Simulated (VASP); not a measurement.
# MgO (P6_3/mmc) in VASP: further runs

Runs on MgO. Level: PBE. Tasks: single point.

Program: VASP 6.6.1. These are calculated values, not measurements. Logs are shortened: lines on timing, memory, paths and dates and some standing lists are left out, and cuts for length are marked.

## 1. The cell of the first run

Symmetry: P6_3/mmc, No. 194, hexagonal system. Conventional cell: a = 3.697 Å, b = 3.697 Å, c = 4.070 Å, α = 90.00°, β = 90.00°, γ = 120.00°. Mg (site symmetry -6m2) has 5 O at 2.03 to 2.13 Å within 2.7 Å. O (site symmetry -6m2) has 5 Mg at 2.03 to 2.13 Å within 2.7 Å.

## 2. Single point, PBE

INCAR

```
PREC = Accurate ; ENCUT = 520
EDIFF = 1E-6 ; ISMEAR = 0
SIGMA = 0.05 ; LREAL = False
LASPH = True ; NELM = 60
ALGO = Normal ; ISIF = 2
LWAVE = False ; LCHARG = True
GGA = PE ; LELF = True
LVHAR = True ; NBANDS = 16
```

KPOINTS

```
Automatic mesh
0
Gamma
  9 9 6
```

POSCAR

```
MgO
1.0
    3.6974000000      0.0000000000      0.0000000000
   -1.8487000000      3.2020423279      0.0000000000
    0.0000000000      0.0000000000      4.0698000000
Mg O
2 2
Direct
    0.6666666667      0.3333333333      0.7500000000
    0.3333333333      0.6666666667      0.2500000000
    0.6666666667      0.3333333333      0.2500000000
    0.3333333333      0.6666666667      0.7500000000
```

Potentials or basis: VASP PAW PBE potentials, release 64 (Mg, O).

Started as:

```console
> cat potpaw_PBE.64/Mg/POTCAR potpaw_PBE.64/O/POTCAR > POTCAR
> mpirun -np 1 vasp_std > vasp.out
```

OUTCAR:

```text
PREC = Accurate
   ENCUT = 520
   EDIFF = 1E-6
   ISMEAR = 0
   LREAL = False
   LASPH = True
   NELM = 60
   ISIF = 2
   GGA = PE

 ion  position               nearest neighbor table
   1  0.667  0.333  0.750-   3 2.03   3 2.03   4 2.13   4 2.13   4 2.13   2 2.95   2 2.95   2 2.95
                             2 2.95   2 2.95   2 2.95
   2  0.333  0.667  0.250-   4 2.03   4 2.03   3 2.13   3 2.13   3 2.13   1 2.95   1 2.95   1 2.95
                             1 2.95   1 2.95   1 2.95
   3  0.667  0.333  0.250-   1 2.03   1 2.03   2 2.13   2 2.13   2 2.13
   4  0.333  0.667  0.750-   2 2.03   2 2.03   1 2.13   1 2.13   1 2.13

  LATTYP: Found a hexagonal cell.
 ALAT       =     3.6974000000
 C/A-ratio  =     1.1007194245

  Lattice vectors:

 A1 = (   3.6974000000,   0.0000000000,   0.0000000000)
 A2 = (  -1.8487000000,   3.2020423279,   0.0000000000)
 A3 = (   0.0000000000,   0.0000000000,   4.0698000000)

Analysis of symmetry for initial positions (statically):
=====================================================================
 Subroutine PRICEL returns:
 Original cell was already a primitive cell.

 Routine SETGRP: Setting up the symmetry group for a
 hexagonal supercell.

 Subroutine GETGRP returns: Found 24 space group operations
 (whereof 12 operations were pure point group operations)
 out of a pool of 24 trial point group operations.

The static configuration has the point symmetry D_3d.
 The point group associated with its full space group is D_6h.

Analysis of symmetry for dynamics (positions and initial velocities):
=====================================================================
 Subroutine PRICEL returns:
 Original cell was already a primitive cell.

 Routine SETGRP: Setting up the symmetry group for a
 hexagonal supercell.

 Subroutine GETGRP returns: Found 24 space group operations
 (whereof 12 operations were pure point group operations)
 out of a pool of 24 trial point group operations.

The dynamic configuration has the point symmetry D_3d.
 The point group associated with its full space group is D_6h.

 Subroutine INISYM returns: Found 24 space group operations
 (whereof 12 operations are pure point group operations),
 and found     1 'primitive' translations

----------------------------------------------------------------------------------------

                                     Primitive cell

  volume of cell :      48.1833

  direct lattice vectors                    reciprocal lattice vectors
     3.697400000  0.000000000  0.000000000     0.270460323  0.156150341  0.000000000
    -1.848700000  3.202042328  0.000000000     0.000000000  0.312300681  0.000000000
     0.000000000  0.000000000  4.069800000     0.000000000  0.000000000  0.245712320

  length of vectors
     3.697400000  3.697400000  4.069800000     0.312300681  0.312300681  0.245712320

  position of ions in fractional coordinates (direct lattice)
     0.666666667  0.333333333  0.750000000
     0.333333333  0.666666667  0.250000000
     0.666666667  0.333333333  0.250000000
     0.333333333  0.666666667  0.750000000

  ion indices of the primitive-cell ions
   primitive index   ion index
                 1           1
                 2           2
                 3           3
                 4           4

----------------------------------------------------------------------------------------

 KPOINTS: Automatic mesh

Automatic generation of k-mesh.
 Grid dimensions read from file:
 generate k-points for:    9    9    6

 Generating k-lattice:

  Cartesian coordinates                     Fractional coordinates (reciprocal lattice)
     0.030051147  0.017350038  0.000000000     0.111111111  0.000000000  0.000000000
     0.000000000  0.034700076  0.000000000     0.000000000  0.111111111  0.000000000
     0.000000000  0.000000000  0.040952053     0.000000000  0.000000000  0.166666667

  Length of vectors
     0.034700076  0.034700076  0.040952053

  Shift w.r.t. Gamma in fractional coordinates (k-lattice)
     0.000000000  0.000000000  0.000000000

 Subroutine IBZKPT returns following result:
 ===========================================

 Found     48 irreducible k-points:

 Following reciprocal coordinates:
            Coordinates               Weight
  0.000000  0.000000  0.000000      1.000000
  0.111111 -0.000000  0.000000      6.000000
  0.222222 -0.000000  0.000000      6.000000
  0.333333  0.000000  0.000000      6.000000
  0.444444 -0.000000  0.000000      6.000000
  0.111111  0.111111  0.000000      6.000000
[... 16 lines left out ...]
  0.333333  0.222222  0.166667     24.000000
  0.333333  0.333333  0.166667      4.000000
 [... further k-points ...]
   k-points           NKPTS =     48   k-points in BZ     NKDIM =     48   number of bands    NBANDS=     16
   number of dos      NEDOS =    301   number of ions     NIONS =      4
   total plane-waves  NPLWV =  23520
   dimension x,y,z NGX =    28 NGY =   28 NGZ =   30
   dimension x,y,z NGXF=    56 NGYF=   56 NGZF=   60
   ions per type =               2   2
   NGX,Y,Z   is equivalent  to a cutoff of  12.59, 12.59, 12.25 a.u.
   NGXF,Y,Z  is equivalent  to a cutoff of  25.18, 25.18, 24.51 a.u.
 SYSTEM =  unknown system
   PREC   = accura    normal or accurate (medium, high low for compatibility)
   ISTART =      0    job   : 0-new  1-cont  2-samecut
   ICHARG =      2    charge: 1-file 2-atom 10-const
   ISPIN  =      1    spin polarized calculation?
   LNONCOLLINEAR =      F non collinear calculations
   LSORBIT =      F    spin-orbit coupling
   LASPH  =      T    aspherical Exc in radial PAW
   ENCUT  =  520.0 eV  38.22 Ry    6.18 a.u.   6.87  6.87  7.57*2*pi/ulx,y,z
   NELM   =     60;   NELMIN=  2; NELMDL= -5     # of ELM steps
   EDIFF  = 0.1E-05   stopping-criterion for ELM
   LREAL  =      F    real-space projection
   EDIFFG = 0.1E-04   stopping-criterion for IOM
   NSW    =      0    number of steps for IOM
   IBRION =     -1    ionic relax: 0-MD 1-quasi-New 2-CG
   NFREE  =      0    steps in history (QN), initial steepest desc. (CG)
   ISIF   =      2    stress and relaxation
   ISYM   =      2    0-nonsym 1-usesym 2-fastsym
   POTIM  = 0.5000    time-step for ionic-motion
   TEBEG  =    0.0;   TEEND  =   0.0 temperature during run
   PSTRESS=    0.0 pullay stress
   NELECT =      16.0000    total number of electrons
   NUPDOWN=      -1.0000    fix difference up-down
   EMIN   =  10.00;   EMAX   =-10.00  energy-range for DOS
   EFERMI =   0.00;   METHOD = LEGACY
   ISMEAR =     0;   SIGMA  =   0.05  broadening in eV -4-tet -1-fermi 0-gaus
   EFERMI_NEDOS =   21; number of points for ismear=-14 and -15
   IALGO  =     38    algorithm
   IMIX   =      4    mixing-type and parameters
     AMIX     =   0.40;   BMIX     =  1.00
     AMIX_MAG =   1.60;   BMIX_MAG =  1.00
  volume/ion in A,a.u.               =      12.05        81.29
  Fermi-wavevector in a.u.,A,eV,Ry     =   1.133660  2.142306 17.485988  1.285184
  Thomas-Fermi vector in A             =   2.270363
   LORBIT       =      0    0 simple, 1 ext, 2 COOP (PROOUT), +10 PAW based schemes
   GGA     = PE    functional components
   LHFCALC =     F    Hartree Fock is set to
   AEXX    =    0.0000 exact exchange contribution
   IVDW    =     0    specifies the selected vdW correction
   LEPSILON=     F    determine dielectric tensor
   LRPA    =     F    only Hartree local field effects (RPA)
 non-spin polarized calculation
 Gauss-broadening in eV      SIGMA  =   0.05
  energy-cutoff  :      520.00
  volume of cell :       48.18
 maximum number of plane-waves:      1318
 NGX is ok and might be reduce to    28
   NGX = 13   NGY = 13   NGZ = 15

 number of electron      15.9999998 magnetization

 Free energy of the ion-electron system (eV)
  ---------------------------------------------------
  ext. energy  EPLUGINS =         0.00000000
  ---------------------------------------------------
  free energy    TOTEN  =       -23.52245580 eV

  energy without entropy =      -23.52245580  energy(sigma->0) =      -23.52245580

 E-fermi :   1.4744     XC(G=0):  -9.6426

 val. band max:        1.2473782221   @ k =   0.0000   0.0000   0.0000
 cond. band min:       4.3865714076   @ k =   0.0000   0.0000   0.0000
 fundamental gap:      3.1391931855
 Fermi energy:         1.4744163616

 k-point     1 :       0.0000    0.0000    0.0000
  band No.  band energies     occupation
      1     -15.1839      2.00000
      2     -13.9016      2.00000
      3      -1.7720      2.00000
      4      -0.2922      2.00000
      5      -0.2922      2.00000
      6       0.7992      2.00000
[... 8 lines left out ...]
     15      15.9298      0.00000
     16      16.3729      0.00000

 k-point     2 :       0.1111   -0.0000    0.0000
  band No.  band energies     occupation
      1     -15.1358      2.00000
      2     -13.9199      2.00000
      3      -1.6935      2.00000
      4      -0.4389      2.00000
      5      -0.3837      2.00000
      6       0.5238      2.00000
[... 8 lines left out ...]
     15      15.8970      0.00000
     16      16.0131      0.00000

 k-point     3 :       0.2222   -0.0000    0.0000
  band No.  band energies     occupation
      1     -15.0023      2.00000
      2     -13.9780      2.00000
      3      -1.4692      2.00000
      4      -0.8865      2.00000
      5      -0.5779      2.00000
      6       0.1444      2.00000
[... 8 lines left out ...]
     15      15.1130      0.00000
     16      15.7690      0.00000

 k-point     4 :       0.3333    0.0000    0.0000
  band No.  band energies     occupation
      1     -14.8173      2.00000
      2     -14.0761      2.00000
      3      -1.4092      2.00000
      4      -1.1379      2.00000
      5      -0.7606      2.00000
      6      -0.0644      2.00000
[... 8 lines left out ...]
     15      14.5044      0.00000
     16      15.8784      0.00000

 k-point     5 :       0.4444   -0.0000    0.0000
  band No.  band energies     occupation
      1     -14.6501      2.00000
      2     -14.1862      2.00000
      3      -1.7263      2.00000
      4      -0.8660      2.00000
      5      -0.8115      2.00000
      6      -0.1562      2.00000
[... 8 lines left out ...]
     15      14.6927      0.00000
     16      16.0226      0.00000

 k-point     6 :       0.1111    0.1111    0.0000
  band No.  band energies     occupation
      1     -15.0447      2.00000
      2     -13.9583      2.00000
      3      -1.5419      2.00000
      4      -0.6989      2.00000
      5      -0.5859      2.00000
      6       0.2630      2.00000
[... 8 lines left out ...]
     15      15.5114      0.00000
     16      15.6231      0.00000
[... 267 lines left out ...]
 k-point    21 :       0.4444    0.1111    0.1667
  band No.  band energies     occupation
      1     -14.5475      2.00000
      2     -14.2312      2.00000
      3      -1.9544      2.00000
      4      -0.9951      2.00000
      5      -0.9503      2.00000
      6      -0.1934      2.00000
[... 8 lines left out ...]
     15      15.5580      0.00000
     16      15.8720      0.00000

 k-point    22 :       0.2222    0.2222    0.1667
  band No.  band energies     occupation
      1     -14.6600      2.00000
      2     -14.1563      2.00000
      3      -1.5568      2.00000
      4      -1.5377      2.00000
      5      -0.6022      2.00000
      6      -0.1468      2.00000
[... 8 lines left out ...]
     15      15.7416      0.00000
     16      16.2711      0.00000

 k-point    23 :       0.3333    0.2222    0.1667
  band No.  band energies     occupation
      1     -14.5097      2.00000
      2     -14.2577      2.00000
      3      -1.8087      2.00000
      4      -1.3234      2.00000
      5      -0.9373      2.00000
      6       0.0662      2.00000
[... 8 lines left out ...]
     15      15.6547      0.00000
     16      16.4100      0.00000

 k-point    24 :       0.3333    0.3333    0.1667
  band No.  band energies     occupation
      1     -14.3753      2.00000
      2     -14.3753      2.00000
      3      -1.7997      2.00000
      4      -1.2065      2.00000
      5      -1.2065      2.00000
      6       0.3800      2.00000
[... 8 lines left out ...]
     15      15.6023      0.00000
     16      16.9874      0.00000

 [... further k-points ...]
[... 5 lines left out ...]
  --------------------------------------------------------------------------------------
  -------------------------------------------------------------------------------------
  Total       -2.5654865     -2.5654865      0.9151474      0.0000000      0.0000000      0.0000000
  in kB      -85.3068194    -85.3068194     30.4302174      0.0000000      0.0000000      0.0000000
  external PRESSURE =     -46.7278071 kB  Pullay stress =       0.0000000 kB

 VOLUME and BASIS-vectors are now :
 -----------------------------------------------------------------------------
  energy-cutoff  :      520.00
  volume of cell :       48.18
      direct lattice vectors                 reciprocal lattice vectors
     3.697400000  0.000000000  0.000000000     0.270460323  0.156150341  0.000000000
    -1.848700000  3.202042328  0.000000000     0.000000000  0.312300681  0.000000000
     0.000000000  0.000000000  4.069800000     0.000000000  0.000000000  0.245712320

 POSITION                                       TOTAL-FORCE (eV/Angst)
 -----------------------------------------------------------------------------------
      1.84870      1.06735      3.05235         0.000000     -0.000000      0.000000
     -0.00000      2.13469      1.01745        -0.000000      0.000000      0.000000
      1.84870      1.06735      1.01745         0.000000      0.000000      0.000000
     -0.00000      2.13469      3.05235        -0.000000     -0.000000      0.000000
 -----------------------------------------------------------------------------------
    total drift:                                0.000000     -0.000000      0.000000

  FREE ENERGIE OF THE ION-ELECTRON SYSTEM (eV)
  ---------------------------------------------------
  free  energy   TOTEN  =       -23.5224557992 eV

  energy  without entropy=      -23.5224557992  energy(sigma->0) =      -23.52245580
```

It took 15 s on 1 thread of Intel Xeon 6975P-C (Granite Rapids), shared host; peak memory 0.17 GiB.

What came out:

```yaml
Free_energy: -23.5225 eV
Pressure: -4.7 GPa
Band_gap_on_the_k_mesh: 3.14 eV, direct
```

Levels at points of the mesh, in eV from the valence-band top:
| k point | band 5 | band 6 | band 7 | band 8 | band 9 | band 10 | band 11 | band 12 |
| --- | --- | --- | --- | --- | --- | --- | --- | --- |
| (0.00, 0.00, 0.00) | -1.54 | -0.45 | -0.45 | 0.00 | 3.14 | 9.28 | 11.61 | 11.61 |
| (0.00, 0.00, 0.50) | -1.01 | -1.01 | -1.01 | -1.01 | 6.23 | 6.23 | 11.96 | 11.96 |

As with any semilocal functional, this PBE gap is likely too small.

(Continued in part 2 of 2.)
